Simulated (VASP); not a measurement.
Input of a VASP 6.6.1 run:

Contents of INCAR:

```
SYSTEM = Li
PREC = Accurate
ENCUT = 520
EDIFF = 1E-8
ISMEAR = -1
SIGMA = 0.08
LREAL = .False.
LASPH = .True.
NELM = 80
ALGO = Normal
ISIF = 2
LWAVE = .False.
LCHARG = .False.
GGA = PE
LEFG = .True.
NBANDS = 10
```

Contents of KPOINTS:

```
regular mesh
0
Gamma
  15 15 8
  0 0 0
```

POSCAR

```
Li
1.0
    3.0480347320      0.0000000000      0.0000000000
   -1.5240173660      2.6396755095      0.0000000000
    0.0000000000      0.0000000000      4.9899164750
Li
2
Direct
    0.3333333333      0.6666666667      0.2500000000
    0.6666666667      0.3333333333      0.7500000000
```

Potentials or basis: VASP PAW PBE potentials, release 64 (Li_sv).

Launch:

```sh
$ cat potpaw_PBE.64/Li_sv/POTCAR > POTCAR
$ mpirun -np 1 vasp_std > vasp.out
```

Problem. What does it give for the band gap on the k mesh?

Solution. Zero (band 3 reaches 2.83 eV, above the bottom of band 4 at -1.81 eV).

Caveat: without QUAD_EFG the Cq values of the log hold for a quadrupole moment of 1 mb, not for the nuclei.
